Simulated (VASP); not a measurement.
A run of VASP 6.6.1:

File INCAR:

```
SYSTEM = Sb
ALGO     = Normal         ! electronic algorithm
EDIFF    = 1E-6           ! SCF threshold, eV
ENCUT    = 500            ! plane-wave cutoff, eV
GGA      = CA             ! functional
GGA_COMPAT= .False.      
ISIF     = 2              ! what is computed and relaxed
ISMEAR   = 0              ! smearing method
LASPH    = .True.         ! aspherical terms in the spheres
LCHARG   = .False.        ! write CHGCAR
LREAL    = .False.        ! projectors in reciprocal space
LWAVE    = .False.        ! write WAVECAR
NBANDS   = 14             ! bands
NELM     = 120            ! most SCF steps
PREC     = Accurate       ! precision mode
SIGMA    = 0.01           ! smearing width, eV
```

KPOINTS

```
k-points
0
Gamma
  6 6 6
  0 0 0
```

POSCAR

```
Sb
1.0
    3.1830660000     -0.0091570000     -0.0792670000
   -0.0091570000      3.1372080000     -0.0565340000
   -0.0792670000     -0.0565340000      3.1629200000
Sb
1
Direct
    0.0035030000      0.0030650000     -0.0217410000
```

Potentials or basis: VASP PAW LDA potentials, release 64 (Sb_d_GW).

Run with:

```bash
$ cat potpaw_LDA.64/Sb_d_GW/POTCAR > POTCAR
$ mpirun -np 1 vasp_std > vasp.out
```

Hardware: 1 thread of Intel(R) Xeon(R) Platinum 8259CL CPU @ 2.50GHz (Skylake/Cascade Lake) (shared host).

Problem. How long does it take, and how much memory?

Solution. Run time: 26 s on 1 thread of Intel(R) Xeon(R) Platinum 8259CL CPU @ 2.50GHz (Skylake/Cascade Lake) (shared host), peak memory 0.17 GiB. Counts: scf iterations 10, k points 112.
